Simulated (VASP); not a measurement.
# Yb (Fm-3m) in VASP: notebook

Yb is run at these levels: PBE; tasks: single point.

Program: VASP 6.6.1. These are calculated values, not measurements. Logs are shortened: lines on timing, memory, paths and dates and some standing lists are left out, and cuts for length are marked.

## (1) The cell of the first run

Symmetry: Fm-3m, No. 225, cubic system. The conventional cell has a = 5.230 Å, b = 5.230 Å, c = 5.230 Å, α = 90.00°, β = 90.00°, γ = 90.00°. Within 4.9 Å of Yb (site symmetry m-3m) lie 12 Yb at 3.70 Å.

## (2) Single point, PBE

Contents of INCAR:

```
ALGO = Normal ; EDIFF = 1E-7
ENCUT = 520 ; GGA = PE
ISIF = 2 ; ISMEAR = 1
LASPH = T ; LCHARG = T
LELF = T ; LREAL = F
LVHAR = T ; LWAVE = F
NBANDS = 18 ; NELM = 80
PREC = Accurate ; SIGMA = 0.6
```

Contents of KPOINTS:

```
k-points
0
Gamma
  10 10 10
```

Contents of POSCAR:

```
Yb
1.0
    0.0000000000      2.6151647068      2.6151647068
    2.6151647068      0.0000000000      2.6151647068
    2.6151647068      2.6151647068      0.0000000000
Yb
1
Direct
    0.0000000000      0.0000000000      0.0000000000
```

Potentials or basis: VASP PAW PBE potentials, release 64 (Yb).

On the command line:

```bash
> cat potpaw_PBE.64/Yb/POTCAR > POTCAR
> mpirun -np 1 vasp_std > vasp.out
```

OUTCAR:

```text
EDIFF = 1E-7
   ENCUT = 520
   GGA = PE
   ISIF = 2
   ISMEAR = 1
   LASPH = T
   LREAL = F
   NELM = 80
   PREC = Accurate

 ion  position               nearest neighbor table
   1  0.000  0.000  0.000-

  LATTYP: Found a face centered cubic cell.
 ALAT       =     5.2303294136

  Lattice vectors:

 A1 = (   0.0000000000,   2.6151647068,   2.6151647068)
 A2 = (   2.6151647068,   0.0000000000,   2.6151647068)
 A3 = (   2.6151647068,   2.6151647068,   0.0000000000)

Analysis of symmetry for initial positions (statically):
=====================================================================
 Subroutine PRICEL returns:
 Original cell was already a primitive cell.

 Routine SETGRP: Setting up the symmetry group for a
 face centered cubic supercell.

 Subroutine GETGRP returns: Found 48 space group operations
 (whereof 48 operations were pure point group operations)
 out of a pool of 48 trial point group operations.

The static configuration has the point symmetry O_h .

Analysis of symmetry for dynamics (positions and initial velocities):
=====================================================================
 Subroutine PRICEL returns:
 Original cell was already a primitive cell.

 Routine SETGRP: Setting up the symmetry group for a
 face centered cubic supercell.

 Subroutine GETGRP returns: Found 48 space group operations
 (whereof 48 operations were pure point group operations)
 out of a pool of 48 trial point group operations.

The dynamic configuration has the point symmetry O_h .

 Subroutine INISYM returns: Found 48 space group operations
 (whereof 48 operations are pure point group operations),
 and found     1 'primitive' translations

----------------------------------------------------------------------------------------

                                     Primitive cell

  volume of cell :      35.7707

  direct lattice vectors                    reciprocal lattice vectors
     0.000000000  2.615164707  2.615164707    -0.191192547  0.191192547  0.191192547
     2.615164707  0.000000000  2.615164707     0.191192547 -0.191192547  0.191192547
     2.615164707  2.615164707  0.000000000     0.191192547  0.191192547 -0.191192547

  length of vectors
     3.698401396  3.698401396  3.698401396     0.331155205  0.331155205  0.331155205

  position of ions in fractional coordinates (direct lattice)
[... 72 lines left out ...]
   LNONCOLLINEAR =      F non collinear calculations
   LSORBIT =      F    spin-orbit coupling
   LASPH  =      T    aspherical Exc in radial PAW
   ENCUT  =  520.0 eV  38.22 Ry    6.18 a.u.   6.88  6.88  6.88*2*pi/ulx,y,z
   NELM   =     80;   NELMIN=  2; NELMDL= -5     # of ELM steps
   EDIFF  = 0.1E-06   stopping-criterion for ELM
   LREAL  =      F    real-space projection
   EDIFFG = 0.1E-05   stopping-criterion for IOM
   NSW    =      0    number of steps for IOM
   IBRION =     -1    ionic relax: 0-MD 1-quasi-New 2-CG
   NFREE  =      0    steps in history (QN), initial steepest desc. (CG)
   ISIF   =      2    stress and relaxation
   ISYM   =      2    0-nonsym 1-usesym 2-fastsym
   POTIM  = 0.5000    time-step for ionic-motion
   TEBEG  =    0.0;   TEEND  =   0.0 temperature during run
   PSTRESS=    0.0 pullay stress
   NELECT =      24.0000    total number of electrons
   NUPDOWN=      -1.0000    fix difference up-down
   EMIN   =  10.00;   EMAX   =-10.00  energy-range for DOS
   EFERMI =   0.00;   METHOD = LEGACY
   ISMEAR =     1;   SIGMA  =   0.60  broadening in eV -4-tet -1-fermi 0-gaus
   EFERMI_NEDOS =   21; number of points for ismear=-14 and -15
   IALGO  =     38    algorithm
   IMIX   =      4    mixing-type and parameters
     AMIX     =   0.40;   BMIX     =  1.00
     AMIX_MAG =   1.60;   BMIX_MAG =  1.00
  volume/ion in A,a.u.               =      35.77       241.39
  Fermi-wavevector in a.u.,A,eV,Ry     =   1.433187  2.708331 27.946707  2.054025
  Thomas-Fermi vector in A             =   2.552733
   LORBIT       =      0    0 simple, 1 ext, 2 COOP (PROOUT), +10 PAW based schemes
   GGA     = PE    functional components
   LHFCALC =     F    Hartree Fock is set to
   AEXX    =    0.0000 exact exchange contribution
   IVDW    =     0    specifies the selected vdW correction
   LEPSILON=     F    determine dielectric tensor
   LRPA    =     F    only Hartree local field effects (RPA)
 non-spin polarized calculation
 Methfessel and Paxton  Order N= 1 SIGMA  =   0.60
  energy-cutoff  :      520.00
  volume of cell :       35.77
 maximum number of plane-waves:       982
   NGX = 13   NGY = 13   NGZ = 13

 number of electron      24.0000013 magnetization

 Free energy of the ion-electron system (eV)
  ---------------------------------------------------
  ext. energy  EPLUGINS =         0.00000000
  ---------------------------------------------------
  free energy    TOTEN  =        -3.33668189 eV

  energy without entropy =       -3.54092246  energy(sigma->0) =       -3.40476208

 E-fermi :   1.6022     XC(G=0):  -9.4695

 val. band max:        1.5710826716   @ k =  -0.3000   0.4000   0.2000
 cond. band min:       1.6725368936   @ k =   0.5000   0.5000   0.0000
 fundamental gap:      0.1014542220
 Fermi energy:         1.6021879247

 k-point     1 :       0.0000    0.0000    0.0000
  band No.  band energies     occupation
      1     -50.2087      2.00000
      2     -22.3769      2.00000
      3     -22.3769      2.00000
      4     -22.3769      2.00000
      5      -3.5835      2.00000
      6       1.0008      2.05072
[... 481 lines left out ...]
      5      -0.4088      2.00002
      6       1.0604      2.02379
[... 10 lines left out ...]
     17       8.0028     -0.00000
     18      10.2924     -0.00000

 [... further k-points ...]

------------------------ aborting loop because EDIFF is reached ----------------------------------------

  FORCE on cell =-STRESS in cart. coord.  units (eV):
  Direction    XX          YY          ZZ          XY          YZ          ZX
  --------------------------------------------------------------------------------------
  -------------------------------------------------------------------------------------
  Total       -0.0830450     -0.0830450     -0.0830450      0.0000000     -0.0000000      0.0000000
  in kB       -3.7196043     -3.7196043     -3.7196043      0.0000000     -0.0000000      0.0000000
  external PRESSURE =      -3.7196043 kB  Pullay stress =       0.0000000 kB

 VOLUME and BASIS-vectors are now :
 -----------------------------------------------------------------------------
  energy-cutoff  :      520.00
  volume of cell :       35.77
      direct lattice vectors                 reciprocal lattice vectors
     0.000000000  2.615164707  2.615164707    -0.191192547  0.191192547  0.191192547
     2.615164707  0.000000000  2.615164707     0.191192547 -0.191192547  0.191192547
     2.615164707  2.615164707  0.000000000     0.191192547  0.191192547 -0.191192547

 POSITION                                       TOTAL-FORCE (eV/Angst)
 -----------------------------------------------------------------------------------
      0.00000      0.00000      0.00000         0.000000     -0.000000      0.000000
 -----------------------------------------------------------------------------------
    total drift:                               -0.000000     -0.000000     -0.000000

  FREE ENERGIE OF THE ION-ELECTRON SYSTEM (eV)
  ---------------------------------------------------
  free  energy   TOTEN  =        -3.3366818932 eV

  energy  without entropy=       -3.5409224578  energy(sigma->0) =       -3.40476208
```

OSZICAR:

```text
N       E                     dE             d eps       ncg     rms          rms(c)
DAV:   1     0.120449925165E+03    0.12045E+03   -0.86067E+03  2116   0.915E+03
DAV:   2     0.127087220144E+02   -0.10774E+03   -0.10432E+03  2126   0.567E+02
DAV:   3    -0.118436874351E+01   -0.13893E+02   -0.13864E+02  2526   0.118E+02
DAV:   4    -0.343837822970E+01   -0.22540E+01   -0.22392E+01  3296   0.368E+01
[... 17 lines left out ...]
DAV:  22    -0.333668857619E+01    0.49377E-05   -0.13893E-06  2492   0.453E-02    0.669E-01
DAV:  23    -0.333668404499E+01    0.45312E-05   -0.28069E-06  2796   0.527E-02    0.313E-01
DAV:  24    -0.333668240774E+01    0.16373E-05   -0.11747E-06  2570   0.376E-02    0.111E-01
DAV:  25    -0.333668197674E+01    0.43100E-06   -0.24351E-07  2042   0.118E-02    0.347E-02
DAV:  26    -0.333668189323E+01    0.83504E-07   -0.52100E-08  1462   0.455E-03
   1 F= -.33366819E+01 E0= -.34047621E+01  d E =0.204241E+00
```

It took 1.8 min on 1 thread of Intel Xeon 8259CL, shared host; peak memory 0.18 GiB.

What came out:

| Property | Result |
| --- | --- |
| Free energy | -3.3367 eV |
| Pressure | -0.4 GPa |
| Band gap on the k mesh | zero (bands 12 and 13 overlap by 0.03 eV) |

Levels at points of the mesh, in eV from the Fermi level:
```tsv
k point	band 10	band 11	band 12	band 13	band 14	band 15
(0.00, 0.00, 0.00)	-0.42	-0.42	-0.42	2.84	2.84	2.84
(0.50, 0.00, 0.00)	-0.44	-0.44	-0.42	0.36	2.62	2.62
(0.50, 0.50, 0.00)	-0.45	-0.45	-0.45	0.07	1.72	6.54
```

Caveat: so wide a smearing shifts energies and pressures; spin-orbit coupling is left out, which moves the levels of the heavy elements. Spin polarisation is off, so any magnetic state and its effect on volume and gap are missing.

## (3) Single point, PBE

Contents of INCAR:

```
SYSTEM = Yb
ALGO = Normal
EDIFF = 1E-6
ENCUT = 520
GGA = PE
ISIF = 2
ISMEAR = 1
LASPH = .True.
LCHARG = .False.
LREAL = .False.
LWAVE = .False.
NBANDS = 18
NELM = 60
PREC = Accurate
SIGMA = 1.0
```

Contents of KPOINTS:

```
k-points
0
Gamma
  10 10 10
  0 0 0
```

POSCAR is that of step 2.

Potentials or basis: VASP PAW PBE potentials, release 64 (Yb).

On the command line:

```bash
> cat potpaw_PBE.64/Yb/POTCAR > POTCAR
> mpirun -np 1 vasp_std > vasp.out
```

It took 85 s on 1 thread of Intel Xeon 8259CL, shared host; peak memory 0.19 GiB.

The run converged. Its results:

| Item | Value |
| --- | --- |
| Free energy | -3.2244 eV |
| Pressure | -0.1 GPa |
| Band gap on the k mesh | zero (bands 12 and 13 overlap by 0.02 eV) |

Levels at points of the mesh, in eV from the Fermi level:
| k point | band 10 | band 11 | band 12 | band 13 | band 14 | band 15 |
| --- | --- | --- | --- | --- | --- | --- |
| (0.00, 0.00, 0.00) | -0.71 | -0.71 | -0.71 | 2.80 | 2.80 | 2.80 |
| (0.50, 0.00, 0.00) | -0.73 | -0.73 | -0.71 | 0.34 | 2.59 | 2.59 |
| (0.50, 0.50, 0.00) | -0.75 | -0.75 | -0.74 | 0.05 | 1.71 | 6.48 |

Caveat: so wide a smearing shifts energies and pressures; spin-orbit coupling is left out, which moves the levels of the heavy elements. Spin polarisation is off, so any magnetic state and its effect on volume and gap are missing.

## (4) Single point, PBE

Contents of INCAR:

```
  ALGO = Normal
  EDIFF = 1E-6
  ENCUT = 520
  GGA = PE
  ISIF = 2
  ISMEAR = 1
  LASPH = T
  LCHARG = F
  LREAL = F
  LWAVE = F
  NBANDS = 18
  NELM = 100
  PREC = Accurate
  SIGMA = 0.3
```

Contents of KPOINTS:

```
k-points
0
Gamma
  10 10 10
```

POSCAR is that of step 3.

On the command line:

```bash
> cat potpaw_PBE.64/Yb/POTCAR > POTCAR
> mpirun -np 1 vasp_std > vasp.out
```

It took 96 s on 1 thread of Intel Xeon 8259CL, shared host; peak memory 0.19 GiB.

Results (log left out):

```yaml
Free_energy: -3.4600 eV
Pressure: -1.2 GPa
Band_gap_on_the_k_mesh: zero (bands 12 and 13 overlap by 0.02 eV)
```

Levels at points of the mesh, in eV from the Fermi level:
| k point | band 10 | band 11 | band 12 | band 13 | band 14 | band 15 |
| --- | --- | --- | --- | --- | --- | --- |
| (0.00, 0.00, 0.00) | -0.19 | -0.19 | -0.19 | 2.89 | 2.89 | 2.89 |
| (0.50, 0.00, 0.00) | -0.22 | -0.22 | -0.19 | 0.41 | 2.67 | 2.67 |
| (0.50, 0.50, 0.00) | -0.23 | -0.23 | -0.22 | 0.11 | 1.76 | 6.61 |

Caveat: so wide a smearing shifts energies and pressures; spin-orbit coupling is left out, which moves the levels of the heavy elements. Spin polarisation is off, so any magnetic state and its effect on volume and gap are missing.

## (5) The runs side by side

| smearing | gap on the mesh (eV) | pressure (GPa) |
| --- | --- | --- |
| methfessel-paxton 0.6 eV | none | -0.4 |
| methfessel-paxton 1 eV | none | -0.1 |
| methfessel-paxton 0.3 eV | none | -1.2 |

Alike in all rows: task single point; level PBE; potentials or basis VASP PAW PBE potentials, release 64 (Yb); no spin polarisation; cell as given; k mesh 10 × 10 × 10; cutoff (eV) 520.

Caveats: so wide a smearing shifts energies and pressures; spin-orbit coupling is left out, which moves the levels of the heavy elements.

Absolute energies hang on the potentials; compare differences alone.
